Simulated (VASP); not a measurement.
Set up this calculation in VASP 6.6.1, as the native input.

| Property | Result |
| --- | --- |
| Task | single point |
| Functional | LDA |
| Potentials or basis | VASP PAW LDA potentials, release 64 (Mg_sv, O) |
| Cutoff | 750 eV |
| k mesh | 12 × 12 × 6 |
| Occupations | gaussian, width 0.05 eV |
| Spin | no spin polarisation |
| Dipole correction | no |
| Mended | yes |
| Further INCAR settings | ALGO = Normal; EDIFF = 1e-06; NBANDS = 24 |

The structure of MgO lies in POSCAR:

```
MgO
1.0
    3.7555867050      0.0000000000      0.0000000000
   -1.8777933525      3.2524334926      0.0000000000
    0.0000000000      0.0000000000      3.6005267763
Mg O
2 2
Direct
    0.6666666667      0.3333333333      0.7500000000
    0.3333333333      0.6666666667      0.2500000000
    0.6666666667      0.3333333333      0.2500000000
    0.3333333333      0.6666666667      0.7500000000
```

This cell differs from its parent crystal: ratio of the length along z to the lengths across it x 0.8, volume and fractional coordinates fixed.

One way to write it, as run:

INCAR

```
ALGO = Normal
EDIFF = 1E-6
ENCUT = 750
GGA_COMPAT = False
ISIF = 2
ISMEAR = 0
LASPH = True
LCHARG = False
LREAL = False
LWAVE = False
NBANDS = 24
NELM = 120
PREC = Accurate
SIGMA = 0.05
```

KPOINTS

```
k-points
0
Gamma
  12 12 6
```

Potentials or basis: VASP PAW LDA potentials, release 64 (Mg_sv, O).

Run with:

```bash
$ cat potpaw_LDA.64/Mg_sv/POTCAR potpaw_LDA.64/O/POTCAR > POTCAR
$ mpirun -np 1 vasp_std > vasp.out
```

Results of the run:

```yaml
Pressure: 14.2 GPa
Band_gap_on_the_k_mesh: 3.22 eV (least direct gap 3.47 eV)
```

Caveat: the cell stands under pressure.

Wall time 46 s on 1 thread of Intel(R) Xeon(R) 6975P-C (Granite Rapids), with other jobs on the host, peak memory 0.23 GiB.
